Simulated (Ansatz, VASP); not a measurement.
BeS: VASP beside Ansatz

Contents of INCAR:

```
SYSTEM = BeS
PREC = Accurate
ENCUT = 520
EDIFF = 1E-6
ISMEAR = 0
SIGMA = 0.05
LREAL = .FALSE.
LASPH = .TRUE.
NELM = 80
ALGO = Normal
ISIF = 2
LWAVE = .FALSE.
LCHARG = .FALSE.
GGA = PS
NBANDS = 11
```

Contents of KPOINTS:

```
regular mesh
0
G
  10 10 10
  0 0 0
```

Contents of POSCAR:

```
BeS
1.0
    0.0000000000      2.4364312536      2.3219586902
    2.3219586902      0.0000000000      2.3219586902
    2.3219586902      2.4364312536      0.0000000000
Be S
1 1
Direct
    0.0000000000      0.0000000000      0.0000000000
    0.7500000000      0.7500000000      0.7500000000
```

Input for Ansatz:

```yaml
crystal:
  lattice:
    - [0.0, 2.4364312536, 2.3219586902]
    - [2.3219586902, 0.0, 2.3219586902]
    - [2.3219586902, 2.4364312536, 0.0]
  atoms:
    - { symbol: Be, position: [0.0, 0.0, 0.0] }
    - { symbol: S, position: [0.75, 0.75, 0.75] }
basis:
  ecutwfc: 520.0
kpoints:
  mp_grid: { grid: [10, 10, 10] }
hamiltonian:
  xc: pbesol
scf:
  occupations: { method: gaussian, width: 0.05 }
output:
  forces: true
  stress: true
  eigenvalues: true
```

Alike in both runs: task single point; functional PBEsol; k mesh 10 × 10 × 10; occupations gaussian, width 0.05 eV; no spin polarisation.

|  | VASP | Ansatz |
| --- | --- | --- |
| version | VASP 6.6.1 | Ansatz 0.2.0 |
| potentials or method | VASP PAW PBE potentials, release 64 (Be, S), cutoff 520 eV | scalar-relativistic, plane waves, PAW |
| valence electrons in the cell | 8 | 8 |

```tsv
	VASP	Ansatz	Ansatz less VASP
gap on the k mesh at the Fermi level (eV)	2.50	2.49	-0.004
least direct gap on the mesh (eV)	5.46	5.43	-0.031
pressure (GPa)	8.5	8.3	-0.18
traceless stress, the component that is largest in VASP (GPa)	-3.46	-3.48	-0.019
```

VASP's potentials were made for PBE, not for PBEsol. With one functional, cell and mesh, what is left measures potentials, basis and numerics.
